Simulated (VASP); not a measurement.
Here is a VASP 6.6.1 calculation.

INCAR

```
ALGO = Normal
EDIFF = 1E-6
ENCUT = 600
GGA = PE
GGA_COMPAT = F
ISIF = 2
ISMEAR = -1
LASPH = T
LCHARG = F
LREAL = F
LWAVE = F
NBANDS = 27
NELM = 120
PREC = Accurate
SIGMA = 0.02
```

KPOINTS

```
k-points
0
Gamma
  4 4 4
```

POSCAR

```
Cu3N
1.0
    3.7893700817      0.0000000000      0.0000000000
    0.0000000000      3.7893700817      0.0000000000
    0.0000000000      0.0000000000      3.7893700817
Cu N
3 1
Direct
    0.5000000000      0.0000000000      0.0000000000
    0.0000000000      0.5000000000      0.0000000000
    0.0000000000      0.0000000000      0.5000000000
    0.0000000000      0.0000000000      0.0000000000
```

Potentials or basis: VASP PAW PBE potentials, release 64 (Cu, N).

Command:

```sh
$ cat potpaw_PBE.64/Cu/POTCAR potpaw_PBE.64/N/POTCAR > POTCAR
$ mpirun -np 1 vasp_std > vasp.out
```

Predict the band gap on the k mesh.

0.12 eV (least direct gap 0.66 eV).

What does it give for the pressure?

5.3 GPa.

Caveat: the cell stands under pressure; semilocal functionals underestimate gaps, and a narrow one can read as zero. A k mesh can miss the band edges.
